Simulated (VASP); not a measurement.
Here is a VASP 6.6.1 calculation.

INCAR

```
PREC = Accurate
ENCUT = 520
EDIFF = 1E-6
ISMEAR = 0
SIGMA = 0.1
LREAL = F
LASPH = T
NELM = 80
ALGO = Fast
ISIF = 2
LWAVE = F
LCHARG = F
GGA = PE
NBANDS = 19
```

File KPOINTS:

```
regular mesh
0
Gamma
  20 20 12
```

POSCAR

```
HfW
1.0
    2.8241805536      0.0000000000      0.0000000000
    0.0000000000      2.8241805536      0.0000000000
    0.0000000000      0.0000000000      4.7095840398
Hf W
1 1
Direct
    0.5000000000      0.5000000000      0.5000000000
    0.0000000000      0.0000000000      0.0000000000
```

Potentials or basis: VASP PAW PBE potentials, release 64 (Hf_pv, W_sv).

Command:

```sh
$ cat potpaw_PBE.64/Hf_pv/POTCAR potpaw_PBE.64/W_sv/POTCAR > POTCAR
$ mpirun -np 1 vasp_std > vasp.out
```

**Question.** What does it give for the band gap on the k mesh?

**Answer.** Zero (bands 12 and 13 overlap by 4.67 eV).

**Question.** Estimate the pressure.

**Answer.** -0.4 GPa.

Stress tensor (GPa, compression positive):
```
-0.25  0.00  0.00
 0.00 -0.25  0.00
 0.00  0.00 -0.57
```

Caveat: spin-orbit coupling is left out, which moves the levels of the heavy elements.
